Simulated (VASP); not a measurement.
SiC, 8 atoms in the cell. Symmetry: P6_3mc, No. 186, hexagonal system. The conventional cell has a = 3.076 Å, b = 3.076 Å, c = 10.071 Å, α = 90.00°, β = 90.00°, γ = 120.00°. Within 2.5 Å of Si (site symmetry 3m) lie 4 C at 1.88 to 1.89 Å. Within 2.5 Å of Si (site symmetry 3m) lie 4 C at 1.88 to 1.89 Å. Within 2.5 Å of C (site symmetry 3m) lie 4 Si at 1.88 to 1.89 Å. C (site symmetry 3m) has 4 Si at 1.88 to 1.89 Å within 2.5 Å. 

```yaml
Program: VASP 6.6.1
Task: relaxation of cell and atoms
Functional: b88 exchange, pbe correlation
Potentials_or_basis: VASP PAW PBE potentials, release 64 (Si, C)
Cutoff: 600 eV
k_mesh: 10 × 10 × 3
Occupations: fermi-dirac, width 0.05 eV
Spin: no spin polarisation
Dipole_correction: no
Further_INCAR_settings: ALGO = Normal; EDIFF = 1e-07; IBRION = 2; EDIFFG = -0.01; NSW = 60; ISIF = 3
```

Potentials or basis: VASP PAW PBE potentials, release 64 (Si, C).

Launch:

```bash
$ cat potpaw_PBE.64/Si/POTCAR potpaw_PBE.64/C/POTCAR > POTCAR
$ mpirun -np 1 vasp_std > vasp.out
```

Hardware: 1 thread of Intel(R) Xeon(R) Platinum 8375C CPU @ 2.90GHz (Ice Lake), on a shared host.

**Question.** Estimate the wall time of this run.

**Answer.** Run time: 2.4 min on 1 thread of Intel(R) Xeon(R) Platinum 8375C CPU @ 2.90GHz (Ice Lake), with other jobs on the host, peak memory 0.26 GiB. Counts: scf iterations 30, k points 28, ion steps 3.
